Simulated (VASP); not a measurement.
# SrTlI3 (Pm-3m) in VASP: settings compared

The runs below take SrTlI3 through single point, with PBE, r2SCAN.

Program: VASP 6.6.1. These are calculated values, not measurements. Logs are shortened: lines on timing, memory, paths and dates and some standing lists are left out, and cuts for length are marked.

**1. The cell of the first run**

The structure is cubic, space group Pm-3m (No. 221). Conventional cell: a = 6.361 Å, b = 6.361 Å, c = 6.361 Å, α = 90.00°, β = 90.00°, γ = 90.00°. Within 5.9 Å of Tl (site symmetry m-3m) lie 12 I at 4.50 Å and 8 Sr at 5.51 Å. Sr (site symmetry m-3m) has 6 I at 3.18 Å within 4.2 Å. I (site symmetry 4/mmm) has 2 Sr at 3.18 Å within 4.2 Å.

**2. Single point, PBE**

The input, INCAR:

```
ALGO = Normal
EDIFF = 1E-7
ENCUT = 520
GGA = PE
ISIF = 2
ISMEAR = 0
LASPH = T
LCHARG = T
LELF = T
LREAL = F
LVHAR = T
LWAVE = F
NBANDS = 30
NELM = 60
PREC = Accurate
SIGMA = 0.01
```

The input, KPOINTS:

```
k-points
0
Gamma
  4 4 4
```

The input, POSCAR:

```
SrTlI3
1.0
    6.3606449648      0.0000000000      0.0000000000
    0.0000000000      6.3606449648      0.0000000000
    0.0000000000      0.0000000000      6.3606449648
Tl Sr I
1 1 3
Direct
    0.0000000000      0.0000000000      0.0000000000
    0.5000000000      0.5000000000      0.5000000000
    0.5000000000      0.5000000000      0.0000000000
    0.5000000000      0.0000000000      0.5000000000
    0.0000000000      0.5000000000      0.5000000000
```

Potentials or basis: VASP PAW PBE potentials, release 64 (Tl_d, Sr_sv, I).

Command:

```console
$ cat potpaw_PBE.64/Tl_d/POTCAR potpaw_PBE.64/Sr_sv/POTCAR potpaw_PBE.64/I/POTCAR > POTCAR
$ mpirun -np 1 vasp_std > vasp.out
```

OUTCAR:

```text
EDIFF = 1E-7
   ENCUT = 520
   GGA = PE
   ISIF = 2
   ISMEAR = 0
   LASPH = T
   LREAL = F
   NELM = 60
   PREC = Accurate

 ion  position               nearest neighbor table
   1  0.000  0.000  0.000-
   2  0.500  0.500  0.500-   3 3.18   4 3.18   5 3.18   3 3.18   4 3.18   5 3.18
   3  0.500  0.500  0.000-   2 3.18   2 3.18
   4  0.500  0.000  0.500-   2 3.18   2 3.18
   5  0.000  0.500  0.500-   2 3.18   2 3.18

  LATTYP: Found a simple cubic cell.
 ALAT       =     6.3606449648

  Lattice vectors:

 A1 = (   6.3606449648,   0.0000000000,   0.0000000000)
 A2 = (   0.0000000000,   6.3606449648,   0.0000000000)
 A3 = (   0.0000000000,   0.0000000000,   6.3606449648)

Analysis of symmetry for initial positions (statically):
=====================================================================
 Subroutine PRICEL returns:
 Original cell was already a primitive cell.

 Routine SETGRP: Setting up the symmetry group for a
 simple cubic supercell.

 Subroutine GETGRP returns: Found 48 space group operations
 (whereof 48 operations were pure point group operations)
 out of a pool of 48 trial point group operations.

The static configuration has the point symmetry O_h .

Analysis of symmetry for dynamics (positions and initial velocities):
=====================================================================
 Subroutine PRICEL returns:
 Original cell was already a primitive cell.

 Routine SETGRP: Setting up the symmetry group for a
 simple cubic supercell.

 Subroutine GETGRP returns: Found 48 space group operations
 (whereof 48 operations were pure point group operations)
 out of a pool of 48 trial point group operations.

The dynamic configuration has the point symmetry O_h .

 Subroutine INISYM returns: Found 48 space group operations
 (whereof 48 operations are pure point group operations),
 and found     1 'primitive' translations

----------------------------------------------------------------------------------------

                                     Primitive cell

  volume of cell :     257.3377

  direct lattice vectors                    reciprocal lattice vectors
     6.360644965  0.000000000  0.000000000     0.157216761  0.000000000  0.000000000
     0.000000000  6.360644965  0.000000000     0.000000000  0.157216761  0.000000000
     0.000000000  0.000000000  6.360644965     0.000000000  0.000000000  0.157216761

  length of vectors
     6.360644965  6.360644965  6.360644965     0.157216761  0.157216761  0.157216761

  position of ions in fractional coordinates (direct lattice)
     0.000000000  0.000000000  0.000000000
     0.500000000  0.500000000  0.500000000
     0.500000000  0.500000000  0.000000000
     0.500000000  0.000000000  0.500000000
     0.000000000  0.500000000  0.500000000

  ion indices of the primitive-cell ions
   primitive index   ion index
                 1           1
                 2           2
                 3           3
                 4           4
                 5           5

----------------------------------------------------------------------------------------

 KPOINTS: k-points

Automatic generation of k-mesh.
 Grid dimensions read from file:
 generate k-points for:    4    4    4

 Generating k-lattice:

  Cartesian coordinates                     Fractional coordinates (reciprocal lattice)
     0.039304190  0.000000000  0.000000000     0.250000000  0.000000000  0.000000000
     0.000000000  0.039304190  0.000000000     0.000000000  0.250000000  0.000000000
     0.000000000  0.000000000  0.039304190     0.000000000  0.000000000  0.250000000

  Length of vectors
     0.039304190  0.039304190  0.039304190

  Shift w.r.t. Gamma in fractional coordinates (k-lattice)
     0.000000000  0.000000000  0.000000000

 Subroutine IBZKPT returns following result:
 ===========================================

 Found     10 irreducible k-points:

 Following reciprocal coordinates:
            Coordinates               Weight
  0.000000  0.000000  0.000000      1.000000
  0.250000  0.000000  0.000000      6.000000
  0.500000  0.000000  0.000000      3.000000
  0.250000  0.250000  0.000000     12.000000
  0.500000  0.250000  0.000000     12.000000
  0.500000  0.500000  0.000000      3.000000
  0.250000  0.250000  0.250000      8.000000
  0.500000  0.250000  0.250000     12.000000
  0.500000  0.500000  0.250000      6.000000
  0.500000  0.500000  0.500000      1.000000
   k-points           NKPTS =     10   k-points in BZ     NKDIM =     10   number of bands    NBANDS=     30
   number of dos      NEDOS =    301   number of ions     NIONS =      5
   total plane-waves  NPLWV = 110592
   dimension x,y,z NGX =    48 NGY =   48 NGZ =   48
   dimension x,y,z NGXF=    96 NGYF=   96 NGZF=   96
   ions per type =               1   1   3
   NGX,Y,Z   is equivalent  to a cutoff of  12.55, 12.55, 12.55 a.u.
   NGXF,Y,Z  is equivalent  to a cutoff of  25.09, 25.09, 25.09 a.u.
 SYSTEM =  unknown system
   PREC   = accura    normal or accurate (medium, high low for compatibility)
   ISTART =      0    job   : 0-new  1-cont  2-samecut
   ICHARG =      2    charge: 1-file 2-atom 10-const
   ISPIN  =      1    spin polarized calculation?
   LNONCOLLINEAR =      F non collinear calculations
   LSORBIT =      F    spin-orbit coupling
   LASPH  =      T    aspherical Exc in radial PAW
   ENCUT  =  520.0 eV  38.22 Ry    6.18 a.u.  11.83 11.83 11.83*2*pi/ulx,y,z
   NELM   =     60;   NELMIN=  2; NELMDL= -5     # of ELM steps
   EDIFF  = 0.1E-06   stopping-criterion for ELM
   LREAL  =      F    real-space projection
   EDIFFG = 0.1E-05   stopping-criterion for IOM
   NSW    =      0    number of steps for IOM
   IBRION =     -1    ionic relax: 0-MD 1-quasi-New 2-CG
   NFREE  =      0    steps in history (QN), initial steepest desc. (CG)
   ISIF   =      2    stress and relaxation
   ISYM   =      2    0-nonsym 1-usesym 2-fastsym
   POTIM  = 0.5000    time-step for ionic-motion
   TEBEG  =    0.0;   TEEND  =   0.0 temperature during run
   PSTRESS=    0.0 pullay stress
   NELECT =      44.0000    total number of electrons
   NUPDOWN=      -1.0000    fix difference up-down
   EMIN   =  10.00;   EMAX   =-10.00  energy-range for DOS
   EFERMI =   0.00;   METHOD = LEGACY
   ISMEAR =     0;   SIGMA  =   0.01  broadening in eV -4-tet -1-fermi 0-gaus
   EFERMI_NEDOS =   21; number of points for ismear=-14 and -15
   IALGO  =     38    algorithm
   IMIX   =      4    mixing-type and parameters
     AMIX     =   0.40;   BMIX     =  1.00
     AMIX_MAG =   1.60;   BMIX_MAG =  1.00
  volume/ion in A,a.u.               =      51.47       347.32
  Fermi-wavevector in a.u.,A,eV,Ry     =   0.908639  1.717078 11.233301  0.825624
  Thomas-Fermi vector in A             =   2.032589
   LORBIT       =      0    0 simple, 1 ext, 2 COOP (PROOUT), +10 PAW based schemes
   GGA     = PE    functional components
   LHFCALC =     F    Hartree Fock is set to
   AEXX    =    0.0000 exact exchange contribution
   IVDW    =     0    specifies the selected vdW correction
   LEPSILON=     F    determine dielectric tensor
   LRPA    =     F    only Hartree local field effects (RPA)
 non-spin polarized calculation
 Gauss-broadening in eV      SIGMA  =   0.01
  energy-cutoff  :      520.00
  volume of cell :      257.34
 maximum number of plane-waves:      6968
 NGX is ok and might be reduce to    48
   NGX = 23   NGY = 23   NGZ = 23

 number of electron      44.0000007 magnetization

 Free energy of the ion-electron system (eV)
  ---------------------------------------------------
  ext. energy  EPLUGINS =         0.00000000
  ---------------------------------------------------
  free energy    TOTEN  =       -14.22234608 eV

  energy without entropy =      -14.22234608  energy(sigma->0) =      -14.22234608

 E-fermi :   0.5354     XC(G=0):  -7.1113

 val. band max:        0.4657240061   @ k =   0.5000   0.5000   0.5000
 cond. band min:       2.9853203395   @ k =   0.5000   0.0000   0.0000
 fundamental gap:      2.5195963334
 Fermi energy:         0.5353877422

 k-point     1 :       0.0000    0.0000    0.0000
  band No.  band energies     occupation
      1     -33.4360      2.00000
      2     -15.5061      2.00000
      3     -15.5061      2.00000
      4     -15.5061      2.00000
      5     -10.6419      2.00000
      6     -10.6419      2.00000
[... 22 lines left out ...]
     29       5.1431      0.00000
     30       6.1899      0.00000

 k-point     2 :       0.2500    0.0000    0.0000
  band No.  band energies     occupation
      1     -33.4360      2.00000
      2     -15.5216      2.00000
      3     -15.5059      2.00000
      4     -15.5059      2.00000
      5     -10.6407      2.00000
      6     -10.6401      2.00000
[... 22 lines left out ...]
     29       5.6014      0.00000
     30       6.2224      0.00000

 k-point     3 :       0.5000    0.0000    0.0000
  band No.  band energies     occupation
      1     -33.4360      2.00000
      2     -15.5369      2.00000
      3     -15.5057      2.00000
      4     -15.5057      2.00000
      5     -10.6395      2.00000
      6     -10.6382      2.00000
[... 22 lines left out ...]
     29       5.9705      0.00000
     30       6.2299      0.00000

 k-point     4 :       0.2500    0.2500    0.0000
  band No.  band energies     occupation
      1     -33.4360      2.00000
      2     -15.5215      2.00000
      3     -15.5213      2.00000
      4     -15.5057      2.00000
      5     -10.6410      2.00000
      6     -10.6393      2.00000
[... 154 lines left out ...]
     29       6.7830      0.00000
     30       6.8382      0.00000

 k-point     9 :       0.5000    0.5000    0.2500
  band No.  band energies     occupation
      1     -33.4360      2.00000
      2     -15.5362      2.00000
      3     -15.5362      2.00000
      4     -15.5207      2.00000
      5     -10.6452      2.00000
      6     -10.6404      2.00000
[... 22 lines left out ...]
     29       6.7941      0.00000
     30       7.1543      0.00000

 k-point    10 :       0.5000    0.5000    0.5000
  band No.  band energies     occupation
      1     -33.4360      2.00000
      2     -15.5359      2.00000
      3     -15.5359      2.00000
      4     -15.5359      2.00000
      5     -10.6435      2.00000
      6     -10.6435      2.00000
[... 22 lines left out ...]
     29       6.8571      0.00000
     30       6.8571      0.00000

------------------------ aborting loop because EDIFF is reached ----------------------------------------

  FORCE on cell =-STRESS in cart. coord.  units (eV):
  Direction    XX          YY          ZZ          XY          YZ          ZX
  --------------------------------------------------------------------------------------
  -------------------------------------------------------------------------------------
  Total        0.5885849      0.5885849      0.5885849      0.0000000      0.0000000     -0.0000000
  in kB        3.6645124      3.6645124      3.6645124      0.0000000      0.0000000     -0.0000000
  external PRESSURE =       3.6645124 kB  Pullay stress =       0.0000000 kB

 VOLUME and BASIS-vectors are now :
 -----------------------------------------------------------------------------
  energy-cutoff  :      520.00
  volume of cell :      257.34
      direct lattice vectors                 reciprocal lattice vectors
     6.360644965  0.000000000  0.000000000     0.157216761  0.000000000  0.000000000
     0.000000000  6.360644965  0.000000000     0.000000000  0.157216761  0.000000000
     0.000000000  0.000000000  6.360644965     0.000000000  0.000000000  0.157216761

 POSITION                                       TOTAL-FORCE (eV/Angst)
 -----------------------------------------------------------------------------------
      0.00000      0.00000      0.00000         0.000000      0.000000      0.000000
      3.18032      3.18032      3.18032         0.000000      0.000000      0.000000
      3.18032      3.18032      0.00000         0.000000      0.000000      0.000000
      3.18032      0.00000      3.18032         0.000000      0.000000      0.000000
      0.00000      3.18032      3.18032         0.000000      0.000000      0.000000
 -----------------------------------------------------------------------------------
    total drift:                                0.000000     -0.000000     -0.000000

  FREE ENERGIE OF THE ION-ELECTRON SYSTEM (eV)
  ---------------------------------------------------
  free  energy   TOTEN  =       -14.2223460847 eV

  energy  without entropy=      -14.2223460847  energy(sigma->0) =      -14.22234608
```

Run time: 80 s. Hardware: 1 thread of AMD EPYC 9R45 (Zen 5), shared host; peak memory 0.32 GiB.

Results:

```
Free energy            : -14.2223 eV
Pressure               : 0.4 GPa
Band gap on the k mesh : 2.52 eV, indirect (least direct gap 2.84 eV)
```

Levels at points of the mesh, in eV from the valence-band top:
```
           k point  band 20  band 21  band 22  band 23  band 24  band 25
(0.00, 0.00, 0.00)    -0.31    -0.31    -0.31     3.57     3.57     3.57
(0.50, 0.00, 0.00)    -0.63    -0.35    -0.35     2.52     3.22     3.22
(0.50, 0.50, 0.00)    -0.84    -0.84     0.00     2.83     3.15     3.15
(0.50, 0.50, 0.50)     0.00     0.00     0.00     3.53     3.53     3.53
```

Caveat: spin-orbit coupling is left out, which moves the levels of the heavy elements. A k mesh can miss the band edges.

**3. Single point, r2SCAN**

POSCAR is that of step 2.

The input, INCAR.step1:

```
SYSTEM = SrTlI3
  ALGO = Normal
  EDIFF = 1E-4
  ENCUT = 520
  GGA = PE
  ISMEAR = 0
  LASPH = .True.
  LCHARG = .False.
  LREAL = .False.
  LWAVE = .True.
  NBANDS = 30
  NELM = 60
  PREC = Accurate
  SIGMA = 0.01
```

The input, INCAR.step2:

```
SYSTEM = SrTlI3
  ALGO = Normal
  EDIFF = 1E-7
  ENCUT = 520
  ISIF = 2
  ISMEAR = 0
  ISTART = 1
  LASPH = .True.
  LCHARG = .True.
  LELF = .True.
  LMIXTAU = .True.
  LREAL = .False.
  LVHAR = .True.
  LWAVE = .False.
  METAGGA = R2SCAN
  NBANDS = 30
  NELM = 60
  PREC = Accurate
  SIGMA = 0.01
```

The input, KPOINTS:

```
k-points
0
Gamma
  4 4 4
  0 0 0
```

Potentials or basis: VASP PAW PBE potentials, release 64 (Tl_d, Sr_sv, I).

Command:

```console
$ cat potpaw_PBE.64/Tl_d/POTCAR potpaw_PBE.64/Sr_sv/POTCAR potpaw_PBE.64/I/POTCAR > POTCAR
$ cp INCAR.step1 INCAR
$ mpirun -np 1 vasp_std > vasp.out
$ cp INCAR.step2 INCAR
$ mpirun -np 1 vasp_std > vasp.out
```

Run time: 6 min. Hardware: 1 thread of AMD EPYC 9R45 (Zen 5), shared host; peak memory 0.37 GiB.

Results (log left out):

| Quantity | Value |
| --- | --- |
| Free energy | -148.5476 eV |
| Pressure | 0.0 GPa |
| Band gap on the k mesh | 2.91 eV, indirect (least direct gap 3.23 eV) |

Levels at points of the mesh, in eV from the valence-band top:
| k point | band 20 | band 21 | band 22 | band 23 | band 24 | band 25 |
| --- | --- | --- | --- | --- | --- | --- |
| (0.00, 0.00, 0.00) | -0.32 | -0.32 | -0.32 | 3.98 | 3.98 | 3.98 |
| (0.50, 0.00, 0.00) | -0.65 | -0.37 | -0.37 | 2.91 | 3.62 | 3.62 |
| (0.50, 0.50, 0.00) | -0.85 | -0.85 | 0.00 | 3.23 | 3.54 | 3.54 |
| (0.50, 0.50, 0.50) | 0.00 | 0.00 | 0.00 | 3.94 | 3.94 | 3.94 |

Caveat: the PAW data sets were made with another functional, which shifts forces and pressure a little; spin-orbit coupling is left out, which moves the levels of the heavy elements.
